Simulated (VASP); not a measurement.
# In (P-6m2) in VASP: notebook

The runs below take In through single point, with PBE.

Everything below comes from runs of VASP 6.6.1. Logs are shortened: lines on timing, memory, paths and dates and some standing lists are left out, and cuts for length are marked.

## Step 1: The cell of the first run

Symmetry: P-6m2, No. 187, hexagonal system. Conventional cell: a = 3.396 Å, b = 3.396 Å, c = 16.577 Å, α = 90.00°, β = 90.00°, γ = 120.00°. Within 4.5 Å of In (site symmetry 3m) lie 12 In at 3.39 to 3.40 Å. In (site symmetry 3m) has 12 In at 3.38 to 3.40 Å within 4.4 Å. In (site symmetry -6m2) has 12 In at 3.38 to 3.40 Å within 4.4 Å. Within 4.5 Å of In (site symmetry -6m2) lie 12 In at 3.39 to 3.40 Å.

The cell was built from a structure type or drawn by symmetry, and may not be a known phase.

## Step 2: Single point, PBE

INCAR

```
SYSTEM = In
PREC     = Accurate       ! precision mode
ENCUT    = 520            ! plane-wave cutoff, eV
EDIFF    = 1E-6           ! SCF threshold, eV
ISMEAR   = 0              ! smearing method
SIGMA    = 0.1            ! smearing width, eV
LREAL    = .False.        ! projectors in reciprocal space
LASPH    = .True.         ! aspherical terms in the spheres
NELM     = 100            ! most SCF steps
ALGO     = Normal         ! electronic algorithm
ISIF     = 2              ! what is computed and relaxed
LWAVE    = .False.        ! write WAVECAR
LCHARG   = .False.        ! write CHGCAR
GGA      = PE             ! functional
NBANDS   = 48             ! bands
```

KPOINTS

```
Automatic mesh
0
Gamma
  6 6 1
  0 0 0
```

POSCAR

```
In
1.0
    3.3957848000      0.0000000000      0.0000000000
   -1.6978924000      2.9408359000      0.0000000000
    0.0000000000      0.0000000000     16.5767957000
In
6
Direct
    0.6666667000      0.3333333000      0.3335080000
    0.3333333000      0.6666667000      0.8339610000
    0.3333333000      0.6666667000      0.1660390000
    0.6666667000      0.3333333000      0.6664920000
    0.0000000000      0.0000000000      0.0000000000
    0.3333333000      0.6666667000      0.5000000000
```

Potentials or basis: VASP PAW PBE potentials, release 64 (In_d).

On the command line:

```console
$ cat potpaw_PBE.64/In_d/POTCAR > POTCAR
$ mpirun -np 1 vasp_std > vasp.out
```

OUTCAR:

```text
SYSTEM = In
   PREC = Accurate
   ENCUT = 520
   EDIFF = 1E-6
   ISMEAR = 0
   LREAL = .False.
   LASPH = .True.
   NELM = 100
   ISIF = 2
   GGA = PE

 ion  position               nearest neighbor table
   1  0.667  0.333  0.334-   6 3.39   6 3.39   6 3.39   3 3.40   3 3.40   3 3.40
   2  0.333  0.667  0.834-   5 3.38   5 3.38   5 3.38   4 3.40   4 3.40   4 3.40
   3  0.333  0.667  0.166-   5 3.38   5 3.38   5 3.38   1 3.40   1 3.40   1 3.40
   4  0.667  0.333  0.666-   6 3.39   6 3.39   6 3.39   2 3.40   2 3.40   2 3.40
   5  0.000  0.000  0.000-   2 3.38   3 3.38   2 3.38   3 3.38   2 3.38   3 3.38
   6  0.333  0.667  0.500-   1 3.39   4 3.39   1 3.39   4 3.39   1 3.39   4 3.39

  LATTYP: Found a hexagonal cell.
 ALAT       =     3.3957848000
 C/A-ratio  =     4.8815801578

  Lattice vectors:

 A1 = (   3.3957848000,   0.0000000000,   0.0000000000)
 A2 = (  -1.6978924000,   2.9408359000,   0.0000000000)
 A3 = (   0.0000000000,   0.0000000000,  16.5767957000)

Analysis of symmetry for initial positions (statically):
=====================================================================
 Subroutine PRICEL returns:
 Original cell was already a primitive cell.

 Routine SETGRP: Setting up the symmetry group for a
 hexagonal supercell.

 Subroutine GETGRP returns: Found 12 space group operations
 (whereof 12 operations were pure point group operations)
 out of a pool of 24 trial point group operations.

The static configuration has the point symmetry D_3h.

Analysis of symmetry for dynamics (positions and initial velocities):
=====================================================================
 Subroutine PRICEL returns:
 Original cell was already a primitive cell.

 Routine SETGRP: Setting up the symmetry group for a
 hexagonal supercell.

 Subroutine GETGRP returns: Found 12 space group operations
 (whereof 12 operations were pure point group operations)
 out of a pool of 24 trial point group operations.

The dynamic configuration has the point symmetry D_3h.

 Subroutine INISYM returns: Found 12 space group operations
 (whereof 12 operations are pure point group operations),
 and found     1 'primitive' translations

----------------------------------------------------------------------------------------

                                     Primitive cell

  volume of cell :     165.5433

  direct lattice vectors                    reciprocal lattice vectors
     3.395784800  0.000000000  0.000000000     0.294482736  0.170019687  0.000000000
    -1.697892400  2.940835900  0.000000000     0.000000000  0.340039375  0.000000000
     0.000000000  0.000000000 16.576795700     0.000000000  0.000000000  0.060325290

  length of vectors
     3.395784800  3.395784798 16.576795700     0.340039374  0.340039375  0.060325290

  position of ions in fractional coordinates (direct lattice)
     0.666666700  0.333333300  0.333508000
     0.333333300  0.666666700  0.833961000
     0.333333300  0.666666700  0.166039000
     0.666666700  0.333333300  0.666492000
     0.000000000  0.000000000  0.000000000
     0.333333300  0.666666700  0.500000000

  ion indices of the primitive-cell ions
   primitive index   ion index
                 1           1
                 2           2
                 3           3
                 4           4
                 5           5
                 6           6

----------------------------------------------------------------------------------------

 KPOINTS: Automatic mesh

Automatic generation of k-mesh.
 Grid dimensions read from file:
 generate k-points for:    6    6    1

 Generating k-lattice:

  Cartesian coordinates                     Fractional coordinates (reciprocal lattice)
     0.049080456  0.028336615  0.000000000     0.166666667  0.000000000  0.000000000
     0.000000000  0.056673229  0.000000000     0.000000000  0.166666667  0.000000000
     0.000000000  0.000000000  0.060325290     0.000000000  0.000000000  1.000000000

  Length of vectors
     0.056673229  0.056673229  0.060325290

  Shift w.r.t. Gamma in fractional coordinates (k-lattice)
     0.000000000  0.000000000  0.000000000

 Subroutine IBZKPT returns following result:
 ===========================================

 Found      7 irreducible k-points:

 Following reciprocal coordinates:
            Coordinates               Weight
  0.000000  0.000000  0.000000      1.000000
  0.166667  0.000000  0.000000      6.000000
  0.333333  0.000000  0.000000      6.000000
  0.500000  0.000000  0.000000      3.000000
  0.166667  0.166667  0.000000      6.000000
  0.333333  0.166667  0.000000     12.000000
  0.333333  0.333333  0.000000      2.000000
   k-points           NKPTS =      7   k-points in BZ     NKDIM =      7   number of bands    NBANDS=     48
   number of dos      NEDOS =    301   number of ions     NIONS =      6
   total plane-waves  NPLWV =  98784
   dimension x,y,z NGX =    28 NGY =   28 NGZ =  126
   dimension x,y,z NGXF=    56 NGYF=   56 NGZF=  252
   ions per type =               6
   NGX,Y,Z   is equivalent  to a cutoff of  13.71, 13.71, 12.64 a.u.
   NGXF,Y,Z  is equivalent  to a cutoff of  27.42, 27.42, 25.27 a.u.
 SYSTEM =  In
   PREC   = accura    normal or accurate (medium, high low for compatibility)
   ISTART =      0    job   : 0-new  1-cont  2-samecut
   ICHARG =      2    charge: 1-file 2-atom 10-const
   ISPIN  =      1    spin polarized calculation?
   LNONCOLLINEAR =      F non collinear calculations
   LSORBIT =      F    spin-orbit coupling
   LASPH  =      T    aspherical Exc in radial PAW
   ENCUT  =  520.0 eV  38.22 Ry    6.18 a.u.   6.31  6.31 30.82*2*pi/ulx,y,z
   NELM   =    100;   NELMIN=  2; NELMDL= -5     # of ELM steps
   EDIFF  = 0.1E-05   stopping-criterion for ELM
   LREAL  =      F    real-space projection
   EDIFFG = 0.1E-04   stopping-criterion for IOM
   NSW    =      0    number of steps for IOM
   IBRION =     -1    ionic relax: 0-MD 1-quasi-New 2-CG
   NFREE  =      0    steps in history (QN), initial steepest desc. (CG)
   ISIF   =      2    stress and relaxation
   ISYM   =      2    0-nonsym 1-usesym 2-fastsym
   POTIM  = 0.5000    time-step for ionic-motion
   TEBEG  =    0.0;   TEEND  =   0.0 temperature during run
   PSTRESS=    0.0 pullay stress
   NELECT =      78.0000    total number of electrons
   NUPDOWN=      -1.0000    fix difference up-down
   EMIN   =  10.00;   EMAX   =-10.00  energy-range for DOS
   EFERMI =   0.00;   METHOD = LEGACY
   ISMEAR =     0;   SIGMA  =   0.10  broadening in eV -4-tet -1-fermi 0-gaus
   EFERMI_NEDOS =   21; number of points for ismear=-14 and -15
   IALGO  =     38    algorithm
   IMIX   =      4    mixing-type and parameters
     AMIX     =   0.40;   BMIX     =  1.00
     AMIX_MAG =   1.60;   BMIX_MAG =  1.00
  volume/ion in A,a.u.               =      27.59       186.19
  Fermi-wavevector in a.u.,A,eV,Ry     =   1.273902  2.407325 22.079875  1.622825
  Thomas-Fermi vector in A             =   2.406699
   LORBIT       =      0    0 simple, 1 ext, 2 COOP (PROOUT), +10 PAW based schemes
   GGA     = PE    functional components
   LHFCALC =     F    Hartree Fock is set to
   AEXX    =    0.0000 exact exchange contribution
   IVDW    =     0    specifies the selected vdW correction
   LEPSILON=     F    determine dielectric tensor
   LRPA    =     F    only Hartree local field effects (RPA)
 non-spin polarized calculation
 Gauss-broadening in eV      SIGMA  =   0.10
  energy-cutoff  :      520.00
  volume of cell :      165.54
 maximum number of plane-waves:      4473
 NGX is ok and might be reduce to    28
   NGX = 13   NGY = 13   NGZ = 61

 number of electron      78.0000017 magnetization

 Free energy of the ion-electron system (eV)
  ---------------------------------------------------
  ext. energy  EPLUGINS =         0.00000000
  ---------------------------------------------------
  free energy    TOTEN  =       -15.32248814 eV

  energy without entropy =      -15.28360657  energy(sigma->0) =      -15.30304736

 E-fermi :   6.9511     XC(G=0): -10.0033

 val. band max:        6.9375704918   @ k =   0.3333   0.0000   0.0000
 cond. band min:       7.0142970604   @ k =   0.3333   0.1667   0.0000
 fundamental gap:      0.0767265687
 Fermi energy:         6.9510933001

 k-point     1 :       0.0000    0.0000    0.0000
  band No.  band energies     occupation
      1      -7.7148      2.00000
      2      -7.6996      2.00000
      3      -7.6703      2.00000
      4      -7.6644      2.00000
      5      -7.6644      2.00000
      6      -7.6589      2.00000
[... 40 lines left out ...]
     47      15.3591      0.00000
     48      16.2487      0.00000

 k-point     2 :       0.1667    0.0000    0.0000
  band No.  band energies     occupation
      1      -7.7172      2.00000
      2      -7.7095      2.00000
      3      -7.6809      2.00000
      4      -7.6637      2.00000
      5      -7.6571      2.00000
      6      -7.6536      2.00000
[... 40 lines left out ...]
     47      13.4333      0.00000
     48      13.7194      0.00000

 k-point     3 :       0.3333    0.0000    0.0000
  band No.  band energies     occupation
      1      -7.7833      2.00000
      2      -7.7674      2.00000
      3      -7.7403      2.00000
      4      -7.7103      2.00000
      5      -7.6946      2.00000
      6      -7.6735      2.00000
[... 40 lines left out ...]
     47      12.0902      0.00000
     48      12.1176      0.00000

 k-point     4 :       0.5000    0.0000    0.0000
  band No.  band energies     occupation
      1      -7.8180      2.00000
      2      -7.7922      2.00000
      3      -7.7684      2.00000
      4      -7.7475      2.00000
      5      -7.7223      2.00000
      6      -7.7158      2.00000
[... 40 lines left out ...]
     47      11.4934      0.00000
     48      11.5217      0.00000

 k-point     5 :       0.1667    0.1667    0.0000
  band No.  band energies     occupation
      1      -7.7120      2.00000
      2      -7.6972      2.00000
      3      -7.6918      2.00000
      4      -7.6859      2.00000
      5      -7.6855      2.00000
      6      -7.6783      2.00000
[... 40 lines left out ...]
     47      11.1674      0.00000
     48      11.6664      0.00000

 k-point     6 :       0.3333    0.1667    0.0000
  band No.  band energies     occupation
      1      -7.7446      2.00000
      2      -7.7370      2.00000
      3      -7.7275      2.00000
      4      -7.7247      2.00000
      5      -7.6845      2.00000
      6      -7.6730      2.00000
[... 40 lines left out ...]
     47      10.1588      0.00000
     48      10.2491      0.00000

 k-point     7 :       0.3333    0.3333    0.0000
  band No.  band energies     occupation
      1      -7.7310      2.00000
      2      -7.7289      2.00000
      3      -7.6952      2.00000
      4      -7.6826      2.00000
      5      -7.6732      2.00000
      6      -7.6680      2.00000
[... 40 lines left out ...]
     47       8.9802      0.00000
     48       9.1335      0.00000

------------------------ aborting loop because EDIFF is reached ----------------------------------------

  FORCE on cell =-STRESS in cart. coord.  units (eV):
  Direction    XX          YY          ZZ          XY          YZ          ZX
  --------------------------------------------------------------------------------------
  -------------------------------------------------------------------------------------
  Total        1.1759580      1.1759580     -3.2869988      0.0000000      0.0000000      0.0000000
  in kB       11.3812739     11.3812739    -31.8125580      0.0000000      0.0000000      0.0000000
  external PRESSURE =      -3.0166701 kB  Pullay stress =       0.0000000 kB

 VOLUME and BASIS-vectors are now :
 -----------------------------------------------------------------------------
  energy-cutoff  :      520.00
  volume of cell :      165.54
      direct lattice vectors                 reciprocal lattice vectors
     3.395784800  0.000000000  0.000000000     0.294482736  0.170019687  0.000000000
    -1.697892400  2.940835900  0.000000000     0.000000000  0.340039375  0.000000000
     0.000000000  0.000000000 16.576795700     0.000000000  0.000000000  0.060325290

 POSITION                                       TOTAL-FORCE (eV/Angst)
 -----------------------------------------------------------------------------------
      1.69789      0.98028      5.52849        -0.000000      0.000000      0.172346
     -0.00000      1.96056     13.82440         0.000000     -0.000000      0.159327
     -0.00000      1.96056      2.75239         0.000000      0.000000     -0.159327
      1.69789      0.98028     11.04830        -0.000000      0.000000     -0.172346
      0.00000      0.00000      0.00000         0.000000     -0.000000      0.000000
     -0.00000      1.96056      8.28840         0.000000      0.000000      0.000000
 -----------------------------------------------------------------------------------
    total drift:                                0.000065     -0.000038      0.000000

  FREE ENERGIE OF THE ION-ELECTRON SYSTEM (eV)
  ---------------------------------------------------
  free  energy   TOTEN  =       -15.3224881429 eV

  energy  without entropy=      -15.2836065706  energy(sigma->0) =      -15.30304736
```

Wall time 52 s (1 thread of Intel Xeon Platinum 8488C (Sapphire Rapids), shared host); peak memory 0.3 GiB.

Results:

| Property | Result |
| --- | --- |
| Free energy | -15.3225 eV |
| Pressure | -0.3 GPa |
| Largest force | 0.172 eV/Å |
| Band gap on the k mesh | zero (bands 39 and 40 overlap by 3.30 eV) |

Forces in eV/Å, atoms in the order of the input:
```
In   0.000  0.000  0.172
In   0.000  0.000  0.159
In   0.000  0.000 -0.159
In   0.000  0.000 -0.172
In   0.000  0.000  0.000
In   0.000  0.000  0.000
```

Stress tensor (GPa, compression positive):
```
 1.14  0.00  0.00
 0.00  1.14  0.00
 0.00  0.00 -3.18
```

Levels at points of the mesh, in eV from the Fermi level:
```tsv
k point	band 36	band 37	band 38	band 39	band 40	band 41	band 42	band 43	band 44	band 45
(0.00, 0.00, 0.00)	-4.27	-3.16	0.53	0.56	5.69	5.74	7.94	7.94	8.35	8.35
(0.50, 0.00, 0.00)	-3.56	-2.19	-2.19	-1.73	-1.72	0.16	0.36	1.27	2.29	3.88
```

Caveat: the k points lie up to 0.38 Å⁻¹ apart, too coarse for converged energies and pressures of a metal; spin-orbit coupling is left out, which moves the levels of the heavy elements.

[end of part 1 of 2]
